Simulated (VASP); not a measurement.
Here is a VASP 6.6.1 calculation.

The input INCAR:

```
SYSTEM = MnFeCl
  PREC = Accurate
  ENCUT = 600
  EDIFF = 1E-6
  ISMEAR = -1
  SIGMA = 0.005
  LREAL = .FALSE.
  LASPH = .TRUE.
  NELM = 120
  ALGO = Normal
  ISIF = 2
  LWAVE = .FALSE.
  LCHARG = .FALSE.
  GGA = CA
  NBANDS = 37
  GGA_COMPAT = .FALSE.
```

KPOINTS

```
regular mesh
0
G
  5 5 3
  0 0 0
```

POSCAR

```
MnFeCl
1.0
    3.9156420000      0.0000000000      0.0000000000
    0.0000000000      3.9156420000      0.0000000000
    0.0000000000      0.0000000000      6.2713670000
Fe Cl Mn
2 2 2
Direct
    0.0000000000      0.0000000000      0.0000000000
    0.5000000000      0.5000000000      0.0000000000
    0.0000000000      0.5000000000      0.7460000000
    0.5000000000      0.0000000000      0.2540000000
    0.0000000000      0.5000000000      0.3293000000
    0.5000000000      0.0000000000      0.6707000000
```

Potentials or basis: VASP PAW LDA potentials, release 64 (Fe, Cl, Mn_pv).

The run is started by

```bash
$ cat potpaw_LDA.64/Fe/POTCAR potpaw_LDA.64/Cl/POTCAR potpaw_LDA.64/Mn_pv/POTCAR > POTCAR
$ mpirun -np 1 vasp_std > vasp.out
```

Problem. Predict the band gap on the k mesh.

Solution. Zero (bands 28 and 29 overlap by 0.22 eV).

Problem. What does it give for the largest force?

Solution. 0.972 eV/Å.

Problem. Estimate the pressure.

Solution. -28.7 GPa.

Stress tensor (GPa, compression positive):
```
-24.63   0.00   0.00
  0.00 -24.63   0.00
  0.00   0.00 -36.74
```

Caveat: the stress differs along the axes, from -37 to -25 GPa; the run has no spin polarisation, though such a crystal can be magnetic. With open d or f shells a metallic result of LDA can be an artefact of self-interaction; +U or a hybrid may open a gap.
